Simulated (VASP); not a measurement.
# Cd15Te15Cl (a cell with a defect) in VASP: notebook

Runs on Cd15Te15Cl (a cell with a defect). Level: PBE. Tasks: single point.

Program: VASP 6.6.1. These are calculated values, not measurements. Logs are shortened: lines on timing, memory, paths and dates and some standing lists are left out, and cuts for length are marked.

### Step 1. The cell of the first run

The cell holds a defect, 31 atoms: a = 11.462 Å, b = 11.462 Å, c = 11.462 Å, α = 109.47°, β = 109.47°, γ = 109.47°.

### Step 2. Single point, PBE, collinear spin (atoms taken out, then relaxed in part)

Contents of INCAR:

```
  PREC = Accurate
  ENCUT = 400
  EDIFF = 1E-6
  ISMEAR = 0
  SIGMA = 0.01
  LREAL = Auto
  LASPH = T
  NELM = 200
  ALGO = Normal
  ISIF = 2
  LWAVE = F
  LCHARG = F
  ISPIN = 2
  MAGMOM = 0 0 0 0 0 0 0 0 0 0 0 0 0 0 0 0.25 0 0 0 0 0 0 0 0 0.25 0 0 0 0.25 0.25 0
  LORBIT = 11
  GGA = PE
  NBANDS = 164
  GGA_COMPAT = F
  LUSENCCL = F
```

Contents of KPOINTS:

```
Automatic mesh
0
Gamma
  2 2 2
  0.5 0.5 0.5
```

Contents of POSCAR:

```
Cd15Te15Cl
1.0
   -6.6173732474      6.6173732474      6.6173732474
    6.6173732474     -6.6173732474      6.6173732474
    6.6173732474      6.6173732474     -6.6173732474
Cd Cl Te
15 1 15
Direct
   -0.0039954390      0.4861889173      0.4934867347
   -0.0009122733      0.7488335380      0.2485335704
    0.2371976672     -0.0065706802      0.7453299429
   -0.0039621771     -0.0063756268     -0.0145079684
    0.2374315173      0.2454073575      0.4933073088
    0.2525936047      0.5023293800      0.2550012764
    0.4994760221      0.7490172056      0.7484639734
    0.2525332707      0.7547172130      0.0020873614
    0.5070239373      0.0087190128      0.5084284905
    0.4994840478      0.2487105727      0.2487277262
    0.7441856481      0.4858617380      0.7454350567
    0.5055231104      0.5017144112      0.0015410854
    0.7590790882      0.7559274712      0.5082239351
    0.7588463773      0.0082753570      0.2554238050
    0.7442041398      0.2455633769     -0.0146483797
    0.2909771674      0.5406619859      0.0404625169
    0.2453138462      0.7427620498      0.7460961107
    0.2493170064     -0.0009247310      0.4989759304
    0.4934244232      0.2460560383     -0.0054523919
    0.2452642955      0.2461736837      0.2424945232
    0.4934390625      0.4948229633      0.7459060418
    0.5018099332      0.7512448313      0.4994833010
    0.7496501423     -0.0008416810     -0.0018559131
    0.5016648574     -0.0003781610      0.2508496182
    0.7664977024      0.2469173041      0.7465452445
    0.7496000006      0.4984943361      0.4989905418
   -0.0033875677      0.7427661870     -0.0054250814
    0.7498149501      0.7508219421      0.2505793747
   -0.0021767220      0.0150684093      0.7464956905
   -0.0021820391      0.2468389522      0.5142689892
   -0.0034668758      0.4948140619      0.2425195748
```

Potentials or basis: VASP PAW PBE potentials, release 64 (Cd, Cl, Te).

The run is started by

```console
$ cat potpaw_PBE.64/Cd/POTCAR potpaw_PBE.64/Cl/POTCAR potpaw_PBE.64/Te/POTCAR > POTCAR
$ mpirun -np 1 vasp_std > vasp.out
```

OUTCAR:

```text
PREC = Accurate
   ENCUT = 400
   EDIFF = 1E-6
   ISMEAR = 0
   LREAL = Auto
   LASPH = T
   NELM = 200
   ISIF = 2
   ISPIN = 2
   LORBIT = 11
   GGA = PE

 ion  position               nearest neighbor table
   1  0.996  0.486  0.493-  30 2.84  26 2.89  17 2.90  31 2.91
   2  0.999  0.749  0.249-  18 2.87  28 2.87  27 2.88  31 2.88
   3  0.237  0.993  0.745-  29 2.84  18 2.89  19 2.90  17 2.91
   4  0.996  0.994  0.985-  29 2.84  23 2.90  20 2.90  27 2.91
   5  0.237  0.245  0.493-  30 2.84  18 2.89  21 2.90  20 2.91
   6  0.253  0.502  0.255-  16 2.78  22 2.84  31 2.86  20 2.86
   7  0.499  0.749  0.748-  23 2.87  22 2.87  17 2.88  21 2.88
   8  0.253  0.755  0.002-  16 2.78  24 2.84  27 2.86  17 2.86
   9  0.507  0.009  0.508-  25 2.82  18 2.88  22 2.90  24 2.90
  10  0.499  0.249  0.249-  26 2.87  24 2.87  19 2.88  20 2.88
  11  0.744  0.486  0.745-  25 2.84  26 2.90  27 2.90  21 2.91
  12  0.506  0.502  0.002-  16 2.79  28 2.84  19 2.86  21 2.86
  13  0.759  0.756  0.508-  29 2.82  26 2.88  22 2.90  28 2.90
  14  0.759  0.008  0.255-  30 2.82  23 2.88  24 2.90  28 2.90
  15  0.744  0.246  0.985-  25 2.84  23 2.90  31 2.90  19 2.91
  16  0.291  0.541  0.040-   8 2.78   6 2.78  12 2.79
  17  0.245  0.743  0.746-   8 2.86   7 2.88   1 2.90   3 2.91
  18  0.249  0.999  0.499-   2 2.87   9 2.88   5 2.89   3 2.89
  19  0.493  0.246  0.995-  12 2.86  10 2.88   3 2.90  15 2.91
  20  0.245  0.246  0.242-   6 2.86  10 2.88   4 2.90   5 2.91
  21  0.493  0.495  0.746-  12 2.86   7 2.88   5 2.90  11 2.91
  22  0.502  0.751  0.499-   6 2.84   7 2.87   9 2.90  13 2.90
  23  0.750  0.999  0.998-   7 2.87  14 2.88   4 2.90  15 2.90
  24  0.502  1.000  0.251-   8 2.84  10 2.87   9 2.90  14 2.90
  25  0.766  0.247  0.747-   9 2.82  15 2.84  11 2.84
  26  0.750  0.498  0.499-  10 2.87  13 2.88   1 2.89  11 2.90
  27  0.997  0.743  0.995-   8 2.86   2 2.88  11 2.90   4 2.91
  28  0.750  0.751  0.251-  12 2.84   2 2.87  14 2.90  13 2.90
  29  0.998  0.015  0.746-  13 2.82   4 2.84   3 2.84
  30  0.998  0.247  0.514-  14 2.82   1 2.84   5 2.84
  31  0.997  0.495  0.243-   6 2.86   2 2.88  15 2.90   1 2.91

  LATTYP: Found a body centered cubic cell.
 ALAT       =    13.2347464948

  Lattice vectors:

 A1 = (  -6.6173732474,   6.6173732474,   6.6173732474)
 A2 = (   6.6173732474,  -6.6173732474,   6.6173732474)
 A3 = (   6.6173732474,   6.6173732474,  -6.6173732474)

Analysis of symmetry for initial positions (statically):
=====================================================================
 Subroutine PRICEL returns:
 Original cell was already a primitive cell.

 Routine SETGRP: Setting up the symmetry group for a
 body centered cubic supercell.

 Subroutine GETGRP returns: Found  1 space group operations
 (whereof  1 operations were pure point group operations)
 out of a pool of 48 trial point group operations.

The static configuration has the point symmetry C_1 .

Analysis of symmetry for dynamics (positions and initial velocities):
=====================================================================
 Subroutine PRICEL returns:
 Original cell was already a primitive cell.

 Routine SETGRP: Setting up the symmetry group for a
 body centered cubic supercell.

 Subroutine GETGRP returns: Found  1 space group operations
 (whereof  1 operations were pure point group operations)
 out of a pool of 48 trial point group operations.

The dynamic configuration has the point symmetry C_1 .

Analysis of structural, dynamic, and magnetic symmetry:
=====================================================================
 Subroutine PRICEL returns:
 Original cell was already a primitive cell.

 Routine SETGRP: Setting up the symmetry group for a
 body centered cubic supercell.

 Subroutine GETGRP returns: Found  1 space group operations
 (whereof  1 operations were pure point group operations)
 out of a pool of 48 trial point group operations.

The overall configuration has the point symmetry C_1 .

 Subroutine INISYM returns: Found  1 space group operations
 (whereof  1 operations are pure point group operations),
 and found     1 'primitive' translations

----------------------------------------------------------------------------------------
[... 116 lines left out ...]
   dimension x,y,z NGXF=   160 NGYF=  160 NGZF=  160
   ions per type =              15   1  15
   NGX,Y,Z   is equivalent  to a cutoff of  11.60, 11.60, 11.60 a.u.
   NGXF,Y,Z  is equivalent  to a cutoff of  23.21, 23.21, 23.21 a.u.
 SYSTEM =  unknown system
   PREC   = accura    normal or accurate (medium, high low for compatibility)
   ISTART =      0    job   : 0-new  1-cont  2-samecut
   ICHARG =      2    charge: 1-file 2-atom 10-const
   ISPIN  =      2    spin polarized calculation?
   LNONCOLLINEAR =      F non collinear calculations
   LSORBIT =      F    spin-orbit coupling
   LASPH  =      T    aspherical Exc in radial PAW
   ENCUT  =  400.0 eV  29.40 Ry    5.42 a.u.  18.69 18.69 18.69*2*pi/ulx,y,z
   NELM   =    200;   NELMIN=  2; NELMDL= -5     # of ELM steps
   EDIFF  = 0.1E-05   stopping-criterion for ELM
   LREAL  =      T    real-space projection
   EDIFFG = 0.1E-04   stopping-criterion for IOM
   NSW    =      0    number of steps for IOM
   IBRION =     -1    ionic relax: 0-MD 1-quasi-New 2-CG
   NFREE  =      0    steps in history (QN), initial steepest desc. (CG)
   ISIF   =      2    stress and relaxation
   ISYM   =      2    0-nonsym 1-usesym 2-fastsym
   POTIM  = 0.5000    time-step for ionic-motion
   TEBEG  =    0.0;   TEEND  =   0.0 temperature during run
   PSTRESS=    0.0 pullay stress
   NELECT =     277.0000    total number of electrons
   NUPDOWN=      -1.0000    fix difference up-down
   EMIN   =  10.00;   EMAX   =-10.00  energy-range for DOS
   EFERMI =   0.00;   METHOD = LEGACY
   ISMEAR =     0;   SIGMA  =   0.01  broadening in eV -4-tet -1-fermi 0-gaus
   EFERMI_NEDOS =   21; number of points for ismear=-14 and -15
   IALGO  =     38    algorithm
   IMIX   =      4    mixing-type and parameters
     AMIX     =   0.40;   BMIX     =  1.00
     AMIX_MAG =   1.60;   BMIX_MAG =  1.00
  volume/ion in A,a.u.               =      37.39       252.32
  Fermi-wavevector in a.u.,A,eV,Ry     =   1.015927  1.919823 14.042675  1.032107
  Thomas-Fermi vector in A             =   2.149241
   LORBIT       =     11    0 simple, 1 ext, 2 COOP (PROOUT), +10 PAW based schemes
   GGA     = PE    functional components
   LHFCALC =     F    Hartree Fock is set to
   AEXX    =    0.0000 exact exchange contribution
   IVDW    =     0    specifies the selected vdW correction
   LEPSILON=     F    determine dielectric tensor
   LRPA    =     F    only Hartree local field effects (RPA)
 spin polarized calculation
 Gauss-broadening in eV      SIGMA  =   0.01
  energy-cutoff  :      400.00
  volume of cell :     1159.09
 maximum number of plane-waves:     21084
 NGX is ok and might be reduce to    80
   NGX = 37   NGY = 37   NGZ = 37

 number of electron     277.0000010 magnetization       1.0000000

 Free energy of the ion-electron system (eV)
  ---------------------------------------------------
  ext. energy  EPLUGINS =         0.00000000
  ---------------------------------------------------
  free energy    TOTEN  =       -73.82541247 eV

  energy without entropy =      -73.82350399  energy(sigma->0) =      -73.82445823

 E-fermi :   1.3137     XC(G=0):  -8.1209

 val. band max:        1.2420016274   @ k =   0.2500   0.2500   0.2500
 cond. band min:       1.3155557544   @ k =   0.2500   0.2500  -0.2500
 fundamental gap:      0.0735541270
 Fermi energy:         1.3136938848

 spin component 1

 k-point     1 :       0.2500    0.2500    0.2500
  band No.  band energies     occupation
      1     -13.3204      1.00000
      2      -9.1447      1.00000
      3      -9.1445      1.00000
      4      -9.1323      1.00000
      5      -9.0633      1.00000
      6      -8.9559      1.00000
[... 601 lines left out ...]
    149       4.5223      0.00000
    150       4.6101      0.00000
 Fermi energy:         1.3136938848

 spin component 2

 k-point     1 :       0.2500    0.2500    0.2500
  band No.  band energies     occupation
      1     -13.3182      1.00000
      2      -9.1235      1.00000
      3      -9.1233      1.00000
      4      -9.1156      1.00000
      5      -9.0367      1.00000
      6      -8.9377      1.00000
[... 601 lines left out ...]
    149       4.5369      0.00000
    150       4.6302      0.00000
 [bands above 150 left out]

------------------------ aborting loop because EDIFF is reached ----------------------------------------

  FORCE on cell =-STRESS in cart. coord.  units (eV):
  Direction    XX          YY          ZZ          XY          YZ          ZX
  --------------------------------------------------------------------------------------
  -------------------------------------------------------------------------------------
  Total       -5.9357719     -5.9652535     -6.0062026      1.5393103      1.5344076      1.5525717
  in kB       -8.2048548     -8.2456064     -8.3022093      2.1277464      2.1209696      2.1460773
  external PRESSURE =      -8.2508902 kB  Pullay stress =       0.0000000 kB

 VOLUME and BASIS-vectors are now :
 -----------------------------------------------------------------------------
  energy-cutoff  :      400.00
  volume of cell :     1159.09
      direct lattice vectors                 reciprocal lattice vectors
    -6.617373247  6.617373247  6.617373247     0.000000000  0.075558682  0.075558682
     6.617373247 -6.617373247  6.617373247     0.075558682  0.000000000  0.075558682
     6.617373247  6.617373247 -6.617373247     0.075558682  0.075558682  0.000000000

 POSITION                                       TOTAL-FORCE (eV/Angst)
 -----------------------------------------------------------------------------------
     -0.10805      6.63923      6.54264        -0.014107     -0.021549      0.007319
     -0.01139      3.30066      9.92201         0.004091      0.010302      0.009466
      9.93639     -0.07214      3.21139        -0.010934     -0.002717     -0.018741
      6.50540      6.53734      6.64497        -0.011882      0.009366     -0.023043
      3.31718      3.21162     -0.06927        -0.011336     -0.018718     -0.002076
      3.34003      0.03484      3.30817        -0.000042      0.005127     -0.014106
[... 23 lines left out ...]
     -1.56640      8.37262      4.83325         0.008217      0.014710     -0.016762
     -1.71522      4.92490      8.26396         0.004446      0.015362      0.000219
 -----------------------------------------------------------------------------------
    total drift:                                0.023121     -0.009076     -0.008067

  FREE ENERGIE OF THE ION-ELECTRON SYSTEM (eV)
  ---------------------------------------------------
  free  energy   TOTEN  =       -73.8254124666 eV

  energy  without entropy=      -73.8235039855  energy(sigma->0) =      -73.82445823

 total charge

# of ion       s       p       d       tot
------------------------------------------
    1        0.464   0.273   9.528  10.264
    2        0.463   0.279   9.528  10.270
    3        0.464   0.273   9.528  10.265
    4        0.464   0.272   9.528  10.264
    5        0.464   0.273   9.528  10.265
    6        0.454   0.247   9.541  10.242
[... 23 lines left out ...]
   30        1.373   1.976   0.016   3.365
   31        1.357   2.017   0.017   3.390
--------------------------------------------------
tot         28.921  37.702 143.204 209.827

 magnetization (x)

# of ion       s       p       d       tot
------------------------------------------
    1       -0.001   0.002   0.003   0.005
    2       -0.001   0.001   0.002   0.002
    3       -0.001   0.002   0.003   0.004
    4       -0.001   0.003   0.003   0.005
    5       -0.001   0.002   0.003   0.004
    6       -0.000  -0.000   0.000  -0.000
[... 23 lines left out ...]
   30        0.004   0.104   0.000   0.108
   31        0.000   0.018   0.000   0.019
--------------------------------------------------
tot         -0.002   0.531   0.037   0.566
```

It took 3.8 min on 1 × NVIDIA H100 80GB with 1 thread of AMD EPYC 7R13 (Zen 3), shared host; peak memory 2.3 GiB.

Results:

* Free energy: -73.8254 eV
* Pressure: -0.8 GPa
* Largest force: 0.028 eV/Å
* Band gap on the k mesh: zero (filled and empty bands overlap)
* Net moment: 1.00 μB per cell
* Site moments: Cd +0.01, +0.00, -0.00 (each value once); Cl +0.00; Te +0.02, +0.03, +0.01, +0.10, +0.11 (each value once) μB
* Valence electrons inside the program's atomic spheres: Cd 10.26, 10.27, 10.24 (each value once); Cl 5.08; Te 3.39, 3.40, 3.37 (each value once)

Forces on the atoms (eV/Å):
```
Cd  -0.014 -0.022  0.007
Cd   0.004  0.010  0.009
Cd  -0.011 -0.003 -0.019
Cd  -0.012  0.009 -0.023
Cd  -0.011 -0.019 -0.002
Cd   0.000  0.005 -0.014
Cd   0.006  0.006 -0.011
Cd   0.001 -0.016  0.007
Cd  -0.005 -0.001 -0.001
Cd   0.007 -0.008  0.006
Cd   0.003 -0.019 -0.016
Cd  -0.010  0.000  0.001
Cd   0.000 -0.008  0.004
Cd   0.002  0.004 -0.009
Cd   0.007 -0.012 -0.022
Cl  -0.011 -0.003 -0.006
Te   0.004  0.009  0.004
Te   0.000 -0.008 -0.008
Te   0.000  0.013  0.016
Te   0.002  0.004  0.010
Te   0.004  0.011  0.013
Te  -0.004 -0.002  0.010
Te  -0.001 -0.001  0.016
Te   0.001  0.009 -0.001
Te  -0.008  0.005  0.012
Te   0.001  0.013 -0.001
Te   0.007  0.001  0.017
Te   0.019  0.006  0.003
Te   0.007 -0.015  0.012
Te   0.008  0.015 -0.017
Te   0.004  0.015  0.000
```

Stress tensor (GPa, compression positive):
```
-0.82  0.21  0.21
 0.21 -0.82  0.21
 0.21  0.21 -0.83
```

Levels at points of the mesh, in eV from the Fermi level:
Spin up:
```
           k point  band 135  band 136  band 137  band 138  band 139  band 140  band 141  band 142  band 143  band 144
(0.25, 0.25, 0.25)     -0.18     -0.18     -0.18     -0.07     -0.07      1.90      2.07      2.08      2.29      2.95
```
Spin down:
```tsv
k point	band 134	band 135	band 136	band 137	band 138	band 139	band 140	band 141	band 142	band 143
(0.25, 0.25, 0.25)	-0.30	-0.16	-0.16	-0.15	0.04	0.04	1.91	2.09	2.09	2.31
```

Caveat: the cell differs from its parent crystal (atoms taken out, then relaxed in part); spin-orbit coupling is left out, which moves the levels of the heavy elements.

(Part 1 of 2 ends here.)

The gap in the log of VASP goes by the Fermi energy; the results here count the filled bands.